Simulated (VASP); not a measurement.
Runs of VASP 6.6.1 on Ta3Ru. The structure is that of space group Fm-3m (No. 225), or close to it. The cells are those of the table. 

```csv
task,cell,cutoff (eV),smearing,gap on the mesh (eV),pressure (GPa),relaxed volume (Å³/atom)
single point,"a = 4.458 Å, angles 60.0°, 4 atoms",520,fermi-dirac 0.15 eV,none,(b),-
single point,"a = 4.488 Å, angles 60.0°, 4 atoms",520,fermi-dirac 0.15 eV,none,1.0,-
relaxation of cell and atoms,"relaxed from a = 4.484 Å, angles 60.0°, 4 atoms",600,gaussian 0.1 eV,none,0.0,16.02
single point,"a = 4.518 Å, angles 60.0°, 4 atoms",520,fermi-dirac 0.15 eV,none,(a),-
relaxation of cell and atoms,"relaxed from a = 4.486 Å, angles 60.0°, 4 atoms",600,fermi-dirac 0.15 eV,none,0.0,16.05
```

Alike in all rows: level LDA; potentials or basis VASP PAW LDA potentials, release 64 (Ta_pv, Ru_pv); no spin polarisation; k mesh 12 × 12 × 12.

Fill in the values left out.

(a) -3.9; (b) 6.5.

Caveats: spin-orbit coupling is left out, which moves the levels of the heavy elements; the cell stands under pressure (at least some runs); the cell stands under tension (at least some runs).

A k mesh can miss the band edges, and the runs leave out spin-orbit coupling on Ru, Ta.

A gap of «none» marks levels without a gap at the run's occupations.
